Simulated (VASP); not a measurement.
Here is a VASP 6.6.1 calculation.

File INCAR:

```
PREC = Accurate ; ENCUT = 520
EDIFF = 1E-6 ; ISMEAR = 0
SIGMA = 0.15 ; LREAL = F
LASPH = T ; NELM = 60
ALGO = Normal ; ISIF = 2
LWAVE = F ; LCHARG = F
GGA = PE ; NBANDS = 13
```

File KPOINTS:

```
regular mesh
0
Gamma
  18 18 10
```

File POSCAR:

```
Se
1.0
    1.4012407772     -4.0188077512      0.0000000000
    1.4012407772      4.0188077512      0.0000000000
    0.0000000000      0.0000000000      4.6134314000
Se
2
Direct
    0.9356553200      0.0643446800      0.2500000000
    0.0643446800      0.9356553200      0.7500000000
```

Potentials or basis: VASP PAW PBE potentials, release 64 (Se).

Run with:

```bash
$ cat potpaw_PBE.64/Se/POTCAR > POTCAR
$ mpirun -np 1 vasp_std > vasp.out
```

Predict the band gap on the k mesh.

zero (bands 6 and 7 overlap by 3.78 eV).

What does it give for the pressure?

1.4 GPa.

Predict the largest force.

0.016 eV/Å.

Stress tensor (GPa, compression positive):
```
-0.19  0.00  0.00
 0.00  1.15  0.00
 0.00  0.00  3.10
```

Caveat: the cell differs from its parent crystal (strain +0.0050 x Voigt [1, -1, 0, 0, 0, 0]).
